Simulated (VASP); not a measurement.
Runs of VASP 6.6.1 on Al. The structure is that of space group Im-3m (No. 229), or close to it. The cells are those of the table. 

| cell | gap on the mesh (eV) | pressure (GPa) |
| --- | --- | --- |
| a = 2.783 Å, angles 109.5°, 1 atom | none | -2.1 |
| a = 2.756 Å, angles 109.5°, 1 atom | none | 0.2 |
| a = 2.700 Å, angles 109.5°, 1 atom | none | (a) |
| a = 2.810 Å, angles 109.5°, 1 atom | none | -4.1 |

Alike in all rows: task electric field gradients; level r2SCAN; potentials or basis VASP PAW PBE potentials, release 64 (Al); no spin polarisation; k mesh 18 × 18 × 18; cutoff (eV) 520; smearing fermi-dirac 0.08 eV.

Problem. Estimate the missing entries.

Solution. (a) 6.0.

Caveats: the PAW data sets were made with another functional, which shifts forces and pressure a little.

A gap of «none» marks levels without a gap at the run's occupations.
